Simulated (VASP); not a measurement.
# AlFe (Pm-3m) in VASP: settings compared

The runs below take AlFe through single point, with r2SCAN0, PBEsol-based screened hybrid with 25 % exact exchange, HSE06.

Program: VASP 6.6.1. These are calculated values, not measurements. Logs are shortened: lines on timing, memory, paths and dates and some standing lists are left out, and cuts for length are marked.

**1. The cell of the first run**

Symmetry: Pm-3m, No. 221, cubic system. Conventional cell: a = 2.910 Å, b = 2.910 Å, c = 2.910 Å, α = 90.00°, β = 90.00°, γ = 90.00°. Within 3.3 Å of Fe (site symmetry m-3m) lie 8 Al at 2.52 Å and 6 Fe at 2.91 Å. Al (site symmetry m-3m) has 8 Fe at 2.52 Å and 6 Al at 2.91 Å within 3.3 Å.

**2. Single point, r2SCAN0, collinear spin, ferromagnetic start**

Input file POSCAR:

```
AlFe
1.0
    2.9100000000      0.0000000000      0.0000000000
    0.0000000000      2.9100000000      0.0000000000
    0.0000000000      0.0000000000      2.9100000000
Fe Al
1 1
Direct
    0.5000000000      0.5000000000      0.5000000000
    0.0000000000      0.0000000000      0.0000000000
```

Input file INCAR.step1:

```
SYSTEM = AlFe
PREC = Accurate
ENCUT = 580
EDIFF = 1E-5
ISMEAR = -1
SIGMA = 0.05
LREAL = .FALSE.
LASPH = .TRUE.
NELM = 200
ALGO = Normal
ISIF = 2
LWAVE = .TRUE.
LCHARG = .FALSE.
ISPIN = 2
MAGMOM = 3 0
LORBIT = 11
LMAXMIX = 4
GGA = PE
NBANDS = 16
GGA_COMPAT = .FALSE.
```

Input file INCAR.step2:

```
SYSTEM = AlFe
PREC = Accurate
ENCUT = 580
EDIFF = 1E-6
ISMEAR = -1
SIGMA = 0.05
LREAL = .FALSE.
LASPH = .TRUE.
NELM = 200
ALGO = Normal
ISIF = 2
LWAVE = .FALSE.
LCHARG = .FALSE.
ISPIN = 2
MAGMOM = 3 0
LORBIT = 11
LMAXMIX = 4
METAGGA = R2SCAN
LHFCALC = .TRUE.
AEXX = 0.25
LMIXTAU = .TRUE.
PRECFOCK = Normal
ISTART = 1
NBANDS = 16
GGA_COMPAT = .FALSE.
```

Input file KPOINTS:

```
Automatic mesh
0
G
  5 5 5
  0 0 0
```

Potentials or basis: VASP PAW PBE potentials, release 64 (Fe, Al).

The run is started by

```
> cat potpaw_PBE.64/Fe/POTCAR potpaw_PBE.64/Al/POTCAR > POTCAR
> cp INCAR.step1 INCAR
> mpirun -np 1 vasp_std > vasp.out
> cp INCAR.step2 INCAR
> mpirun -np 1 vasp_std > vasp.out
```

OUTCAR:

```text
SYSTEM = AlFe
   PREC = Accurate
   ENCUT = 580
   EDIFF = 1E-6
   ISMEAR = -1
   LREAL = .FALSE.
   LASPH = .TRUE.
   NELM = 200
   ISIF = 2
   ISPIN = 2
   LORBIT = 11
   METAGGA = R2SCAN
   LHFCALC = .TRUE.
   AEXX = 0.25
   PRECFOCK = Normal
   ISTART = 1

 ion  position               nearest neighbor table
   1  0.500  0.500  0.500-   2 2.52   2 2.52   2 2.52   2 2.52   2 2.52   2 2.52   2 2.52   2 2.52

   2  0.000  0.000  0.000-   1 2.52   1 2.52   1 2.52   1 2.52   1 2.52   1 2.52   1 2.52   1 2.52

  LATTYP: Found a simple cubic cell.
 ALAT       =     2.9100000000

  Lattice vectors:

 A1 = (   2.9100000000,   0.0000000000,   0.0000000000)
 A2 = (   0.0000000000,   2.9100000000,   0.0000000000)
 A3 = (   0.0000000000,   0.0000000000,   2.9100000000)

Analysis of symmetry for initial positions (statically):
=====================================================================
 Subroutine PRICEL returns:
 Original cell was already a primitive cell.

 Routine SETGRP: Setting up the symmetry group for a
 simple cubic supercell.

 Subroutine GETGRP returns: Found 48 space group operations
 (whereof 48 operations were pure point group operations)
 out of a pool of 48 trial point group operations.

The static configuration has the point symmetry O_h .

Analysis of symmetry for dynamics (positions and initial velocities):
=====================================================================
 Subroutine PRICEL returns:
 Original cell was already a primitive cell.

 Routine SETGRP: Setting up the symmetry group for a
 simple cubic supercell.

 Subroutine GETGRP returns: Found 48 space group operations
 (whereof 48 operations were pure point group operations)
 out of a pool of 48 trial point group operations.

The dynamic configuration has the point symmetry O_h .

Analysis of structural, dynamic, and magnetic symmetry:
=====================================================================
 Subroutine PRICEL returns:
 Original cell was already a primitive cell.

 Routine SETGRP: Setting up the symmetry group for a
 simple cubic supercell.

 Subroutine GETGRP returns: Found 48 space group operations
 (whereof 48 operations were pure point group operations)
 out of a pool of 48 trial point group operations.

The overall configuration has the point symmetry O_h .

 Subroutine INISYM returns: Found 48 space group operations
 (whereof 48 operations are pure point group operations),
 and found     1 'primitive' translations

----------------------------------------------------------------------------------------

                                     Primitive cell

  volume of cell :      24.6422

  direct lattice vectors                    reciprocal lattice vectors
     2.910000000  0.000000000  0.000000000     0.343642612  0.000000000  0.000000000
     0.000000000  2.910000000  0.000000000     0.000000000  0.343642612  0.000000000
     0.000000000  0.000000000  2.910000000     0.000000000  0.000000000  0.343642612

  length of vectors
     2.910000000  2.910000000  2.910000000     0.343642612  0.343642612  0.343642612

  position of ions in fractional coordinates (direct lattice)
     0.500000000  0.500000000  0.500000000
     0.000000000  0.000000000  0.000000000

  ion indices of the primitive-cell ions
   primitive index   ion index
                 1           1
                 2           2

----------------------------------------------------------------------------------------

 KPOINTS: Automatic mesh

Automatic generation of k-mesh.
 Grid dimensions read from file:
 generate k-points for:    5    5    5

 Generating k-lattice:

  Cartesian coordinates                     Fractional coordinates (reciprocal lattice)
     0.068728522  0.000000000  0.000000000     0.200000000  0.000000000  0.000000000
     0.000000000  0.068728522  0.000000000     0.000000000  0.200000000  0.000000000
     0.000000000  0.000000000  0.068728522     0.000000000  0.000000000  0.200000000

  Length of vectors
     0.068728522  0.068728522  0.068728522

  Shift w.r.t. Gamma in fractional coordinates (k-lattice)
     0.000000000  0.000000000  0.000000000

 Subroutine IBZKPT returns following result:
 ===========================================

 Found     10 irreducible k-points:

 Following reciprocal coordinates:
            Coordinates               Weight
  0.000000  0.000000  0.000000      1.000000
  0.200000  0.000000  0.000000      6.000000
  0.400000  0.000000  0.000000      6.000000
  0.200000  0.200000  0.000000     12.000000
  0.400000  0.200000  0.000000     24.000000
  0.400000  0.400000  0.000000     12.000000
  0.200000  0.200000  0.200000      8.000000
  0.400000  0.200000  0.200000     24.000000
  0.400000  0.400000  0.200000     24.000000
  0.400000  0.400000  0.400000      8.000000
   k-points           NKPTS =     10   k-points in BZ     NKDIM =    125   number of bands    NBANDS=     16
   number of dos      NEDOS =    301   number of ions     NIONS =      2
   total plane-waves  NPLWV =  13824
   dimension x,y,z NGX =    24 NGY =   24 NGZ =   24
   dimension x,y,z NGXF=    48 NGYF=   48 NGZF=   48
   ions per type =               1   1
   NGX,Y,Z   is equivalent  to a cutoff of  13.71, 13.71, 13.71 a.u.
   NGXF,Y,Z  is equivalent  to a cutoff of  27.42, 27.42, 27.42 a.u.
 SYSTEM =  AlFe
   PREC   = accura    normal or accurate (medium, high low for compatibility)
   ISTART =      1    job   : 0-new  1-cont  2-samecut
   ICHARG =      0    charge: 1-file 2-atom 10-const
   ISPIN  =      2    spin polarized calculation?
   LNONCOLLINEAR =      F non collinear calculations
   LSORBIT =      F    spin-orbit coupling
   LASPH  =      T    aspherical Exc in radial PAW
   ENCUT  =  580.0 eV  42.63 Ry    6.53 a.u.   5.71  5.71  5.71*2*pi/ulx,y,z
   NELM   =    200;   NELMIN=  2; NELMDL=  0     # of ELM steps
   EDIFF  = 0.1E-05   stopping-criterion for ELM
   LREAL  =      F    real-space projection
   EDIFFG = 0.1E-04   stopping-criterion for IOM
   NSW    =      0    number of steps for IOM
   IBRION =     -1    ionic relax: 0-MD 1-quasi-New 2-CG
   NFREE  =      0    steps in history (QN), initial steepest desc. (CG)
   ISIF   =      2    stress and relaxation
   ISYM   =      3    0-nonsym 1-usesym 2-fastsym
   POTIM  = 0.5000    time-step for ionic-motion
   TEBEG  =    0.0;   TEEND  =   0.0 temperature during run
   PSTRESS=    0.0 pullay stress
   NELECT =      11.0000    total number of electrons
   NUPDOWN=      -1.0000    fix difference up-down
   EMIN   =  10.00;   EMAX   =-10.00  energy-range for DOS
   EFERMI =   0.00;   METHOD = LEGACY
   ISMEAR =    -1;   SIGMA  =   0.05  broadening in eV -4-tet -1-fermi 0-gaus
   EFERMI_NEDOS =   21; number of points for ismear=-14 and -15
   IALGO  =     38    algorithm
   IMIX   =      1    mixing-type and parameters
     AMIX     =   0.40;   BMIX     =  1.00
     AMIX_MAG =   1.60;   BMIX_MAG =  1.00
  volume/ion in A,a.u.               =      12.32        83.15
  Fermi-wavevector in a.u.,A,eV,Ry     =   1.251160  2.364349 21.298567  1.565401
  Thomas-Fermi vector in A             =   2.385120
   LORBIT       =     11    0 simple, 1 ext, 2 COOP (PROOUT), +10 PAW based schemes
   METAGGA = R2SCAN    functional components
   LHFCALC =     T    Hartree Fock is set to
   PRECFOCK=normal    Normal, Fast or Accurate (Low or Medium for compatibility)
   ENCUT4O =  -1.0   cutoff for four orbital integrals eV
   NKREDX  =     1    reduce k-point grid by
   NKREDY  =     1    reduce k-point grid by
   NKREDZ  =     1    reduce k-point grid by
   AEXX    =    0.2500 exact exchange contribution
   HFSCREEN=    0.0000 screening length (either q_TF or 0.3 A-1)
   HFSCREENC=   0.0000 screening length for correlation (either q_TF or 0.3 A-1)
   ENCUTFOCK=  -1.0 apply spherical cutoff to Coloumb kernel
   IVDW    =     0    specifies the selected vdW correction
   LEPSILON=     F    determine dielectric tensor
   LRPA    =     F    only Hartree local field effects (RPA)
 spin polarized calculation
  energy-cutoff  :      580.00
  volume of cell :       24.64
 maximum number of plane-waves:       792
 NGX is ok and might be reduce to    24
  NGX = 18; NGY = 18; NGZ = 18

 number of electron      10.9999995 magnetization       0.9996773

 Free energy of the ion-electron system (eV)
  ---------------------------------------------------
  ext. energy  EPLUGINS =         0.00000000
  ---------------------------------------------------
  free energy    TOTEN  =       -23.20244843 eV

  energy without entropy =      -23.19935520  energy(sigma->0) =      -23.20090181

 E-fermi :   7.4584     XC(G=0):  -9.9855

 val. band max:        7.3313545513   @ k =   0.4000   0.2000   0.2000
 cond. band min:       8.1636834987   @ k =   0.2000   0.2000   0.0000
 fundamental gap:      0.8323289474
 Fermi energy:         7.4584255223

 spin component 1

 k-point     1 :       0.0000    0.0000    0.0000
  band No.  band energies     occupation
      1      -4.7365      1.00000
      2       3.3614      1.00000
      3       3.3614      1.00000
      4       4.6203      1.00000
      5       4.6203      1.00000
      6       4.6203      1.00000
[... 166 lines left out ...]
      2       2.0399      1.00000
      3       2.0399      1.00000
      4       6.1029      1.00000
      5       6.1030      1.00000
      6       7.1583      0.99753
[... 8 lines left out ...]
     15      35.2729      0.00000
     16      39.3024      0.00000
 Fermi energy:         7.4584255223

 spin component 2

 k-point     1 :       0.0000    0.0000    0.0000
  band No.  band energies     occupation
      1      -5.2146      1.00000
      2       5.2134      1.00000
      3       5.2135      1.00000
      4       8.4860      0.00000
      5       8.4860      0.00000
      6       8.4860      0.00000
[... 167 lines left out ...]
      3       3.3825      1.00000
      4       8.7918      0.00000
      5       9.3228      0.00000
      6       9.3228      0.00000
[... 8 lines left out ...]
     15      35.0570      0.00000
     16      39.3503      0.00000

------------------------ aborting loop because EDIFF is reached ----------------------------------------

  FORCE on cell =-STRESS in cart. coord.  units (eV):
  Direction    XX          YY          ZZ          XY          YZ          ZX
  --------------------------------------------------------------------------------------
  -------------------------------------------------------------------------------------
  Total       -2.1423115     -2.1423115     -2.1423115     -0.0000000      0.0000000      0.0000000
  in kB     -139.2881676   -139.2881676   -139.2881676     -0.0000000      0.0000000      0.0000000
  external PRESSURE =    -139.2881676 kB  Pullay stress =       0.0000000 kB

 VOLUME and BASIS-vectors are now :
 -----------------------------------------------------------------------------
  energy-cutoff  :      580.00
  volume of cell :       24.64
      direct lattice vectors                 reciprocal lattice vectors
     2.910000000  0.000000000  0.000000000     0.343642612  0.000000000  0.000000000
     0.000000000  2.910000000  0.000000000     0.000000000  0.343642612  0.000000000
     0.000000000  0.000000000  2.910000000     0.000000000  0.000000000  0.343642612

 POSITION                                       TOTAL-FORCE (eV/Angst)
 -----------------------------------------------------------------------------------
      1.45500      1.45500      1.45500         0.000000      0.000000      0.000000
      0.00000      0.00000      0.00000         0.000000      0.000000      0.000000
 -----------------------------------------------------------------------------------
    total drift:                               -0.000002      0.000000     -0.000000

  FREE ENERGIE OF THE ION-ELECTRON SYSTEM (eV)
  ---------------------------------------------------
  free  energy   TOTEN  =       -23.2024484272 eV

  energy  without entropy=      -23.1993552012  energy(sigma->0) =      -23.20090181

 total charge

# of ion       s       p       d       tot
------------------------------------------
    1        0.425   0.499   6.490   7.413
    2        0.456   0.439   0.000   0.894
--------------------------------------------------
tot          0.880   0.937   6.490   8.307

 magnetization (x)

# of ion       s       p       d       tot
------------------------------------------
    1       -0.010   0.003   1.281   1.274
    2       -0.025  -0.071   0.000  -0.096
--------------------------------------------------
tot         -0.036  -0.068   1.281   1.178
```

Run time: 43 min. Hardware: 1 thread of Intel Xeon 8259CL, shared host; peak memory 0.17 GiB.

Results:

| Quantity | Value |
| --- | --- |
| Free energy | -23.2024 eV |
| Pressure | -13.9 GPa |
| Band gap on the k mesh | zero (filled and empty bands overlap) |
| Net moment | 1.00 μB per cell |
| Site moments | Fe +1.27; Al -0.10 μB |
| Valence electrons inside the program's atomic spheres | Fe 7.41; Al 0.89 |

Caveat: the k points lie up to 0.43 Å⁻¹ apart, too coarse for converged energies and pressures of a metal; the PAW data sets were made with another functional, which shifts forces and pressure a little.

**3. Single point, PBEsol-based screened hybrid with 25 % exact exchange, collinear spin, ferromagnetic start**

This run uses another cell than the first one, of 11.22 Å³/atom.

Input file POSCAR:

```
AlFe
1.0
    2.8208190174      0.0000000000      0.0000000000
    0.0000000000      2.8208190174      0.0000000000
    0.0000000000      0.0000000000      2.8208190174
Fe Al
1 1
Direct
    0.5000000000      0.5000000000      0.5000000000
    0.0000000000      0.0000000000      0.0000000000
```

Input file INCAR.step1:

```
PREC     = Accurate       # precision mode
ENCUT    = 520            # plane-wave cutoff, eV
EDIFF    = 1E-5           # SCF threshold, eV
ISMEAR   = -1             # smearing method
SIGMA    = 0.05           # smearing width, eV
LREAL    = False          # projectors in reciprocal space
LASPH    = True           # aspherical terms in the spheres
NELM     = 150            # most SCF steps
ALGO     = Normal         # electronic algorithm
ISIF     = 2              # what is computed and relaxed
LWAVE    = True           # write WAVECAR
LCHARG   = False          # write CHGCAR
ISPIN    = 2              # spin polarisation
MAGMOM   = 3 0            # initial moments
LORBIT   = 11             # projections on sites
LMAXMIX  = 4              # l up to which the mixer works
NBANDS   = 16             # bands
GGA      = PE             # functional
```

Input file INCAR.step2:

```
PREC     = Accurate       # precision mode
ENCUT    = 520            # plane-wave cutoff, eV
EDIFF    = 1E-6           # SCF threshold, eV
ISMEAR   = -1             # smearing method
SIGMA    = 0.05           # smearing width, eV
LREAL    = False          # projectors in reciprocal space
LASPH    = True           # aspherical terms in the spheres
NELM     = 150            # most SCF steps
ALGO     = Normal         # electronic algorithm
ISIF     = 2              # what is computed and relaxed
LWAVE    = False          # write WAVECAR
LCHARG   = False          # write CHGCAR
ISPIN    = 2              # spin polarisation
MAGMOM   = 3 0            # initial moments
LORBIT   = 11             # projections on sites
LMAXMIX  = 4              # l up to which the mixer works
GGA      = PS             # functional
LHFCALC  = True           # exact exchange
AEXX     = 0.25           # exact-exchange fraction
HFSCREEN = 0.207          # screening, 1/A
PRECFOCK = Normal       
NBANDS   = 16             # bands
ISTART   = 1
```

Input file KPOINTS:

```
regular mesh
0
Gamma
  5 5 5
```

Potentials or basis: VASP PAW PBE potentials, release 64 (Fe, Al).

The run is started by

```
> cat potpaw_PBE.64/Fe/POTCAR potpaw_PBE.64/Al/POTCAR > POTCAR
> cp INCAR.step1 INCAR
> mpirun -np 1 vasp_std > vasp.out
> cp INCAR.step2 INCAR
> mpirun -np 1 vasp_std > vasp.out
```

Run time: 5.4 min. Hardware: 1 thread of Intel Xeon Platinum 8488C (Sapphire Rapids), shared host; peak memory 0.26 GiB.

Results (log left out):

| Property | Result |
| --- | --- |
| Free energy | -15.8552 eV |
| Pressure | 0.5 GPa |
| Net moment | 0.87 μB per cell |
| Site moments | Fe +1.02; Al -0.07 μB |
| Valence electrons inside the program's atomic spheres | Fe 7.63; Al 0.94 |

Levels at points of the mesh, in eV from the Fermi level:
Spin up:
```
           k point  band 2  band 3  band 4  band 5  band 6  band 7  band 8  band 9  band 10  band 11
(0.00, 0.00, 0.00)   -3.83   -3.83   -1.91   -1.91   -1.91    7.44    7.44    7.44    10.66    10.66
```
Spin down:
```csv
k point,band 1,band 2,band 3,band 4,band 5,band 6,band 7,band 8,band 9,band 10
"(0.00, 0.00, 0.00)",-12.35,-2.56,-2.56,0.38,0.38,0.38,7.27,7.27,7.27,11.00
```

Caveat: the k points lie up to 0.45 Å⁻¹ apart; the PAW data sets were made with another functional, which shifts forces and pressure a little.

[end of part 1 of 2]
